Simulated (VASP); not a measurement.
Runs of VASP 6.6.1 on Cs. The structure is that of space group Im-3m (No. 229), or close to it. The cells are those of the table. 

```csv
task,level,cell,k mesh for the DOS,occupations for the DOS,gap on the mesh (eV),pressure (GPa)
single point,RPBE,"a = 4.084 Å, angles 109.5°, 1 atom",-,-,none,(b)
single point,PBE,"a = 5.330 Å, angles 109.5°, 1 atom",-,-,none,0.0
single point,PBE,"a = 4.286 Å, angles 109.5°, 1 atom",-,-,none,3.3
single point,PBE,"a = 5.029 Å, angles 109.5°, 1 atom",-,-,none,0.5
single point,PBE,"a = 5.184 Å, angles 109.5°, 1 atom",-,-,none,0.2
single point,PBE,"a = 4.084 Å, angles 109.5°, 1 atom",-,-,none,4.6
single point,PBE,"a = 4.864 Å, angles 109.5°, 1 atom",-,-,none,(a)
```

Alike in all rows: potentials or basis VASP PAW PBE potentials, release 64 (Cs_sv); no spin polarisation; k mesh 9 × 9 × 9; cutoff (eV) 520; smearing fermi-dirac 0.05 eV.

Problem. Estimate the missing entries.

Solution. (a) 0.9; (b) 5.5.

Caveats: spin-orbit coupling is left out, which moves the levels of the heavy elements; the PAW data sets were made with another functional, which shifts forces and pressure a little (some runs).

A k mesh can miss the band edges, and the runs leave out spin-orbit coupling on Cs.

A gap of «none» marks levels without a gap at the run's occupations.
